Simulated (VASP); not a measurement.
Here is a VASP 6.6.1 calculation.

INCAR

```
  PREC = Accurate
  ENCUT = 520
  EDIFF = 1E-7
  ISMEAR = 0
  SIGMA = 0.1
  LREAL = False
  LASPH = True
  NELM = 100
  ALGO = Fast
  ISIF = 2
  LWAVE = False
  LCHARG = True
  GGA = PE
  LELF = True
  LVHAR = True
  NBANDS = 14
```

KPOINTS

```
Automatic mesh
0
Gamma
  14 14 14
```

POSCAR

```
Mg3Te
1.0
   -2.1759430560      2.1759430560      4.8973946248
    2.1759430560     -2.1759430560      4.8973946248
    2.1759430560      2.1759430560     -4.8973946248
Mg Te
3 1
Direct
    0.5000000000      0.5000000000      0.0000000000
    0.7500000000      0.2500000000      0.5000000000
    0.2500000000      0.7500000000      0.5000000000
    0.0000000000      0.0000000000      0.0000000000
```

Potentials or basis: VASP PAW PBE potentials, release 64 (Mg, Te).

Run with:

```bash
$ cat potpaw_PBE.64/Mg/POTCAR potpaw_PBE.64/Te/POTCAR > POTCAR
$ mpirun -np 1 vasp_std > vasp.out
```

(1) Estimate the band gap on the k mesh.

(2) Estimate the pressure.

Answers

(1) zero (bands 6 and 7 overlap by 2.03 eV).

(2) 1.4 GPa.

Caveat: the cell differs from its parent crystal (strained); spin-orbit coupling is left out, which moves the levels of the heavy elements.
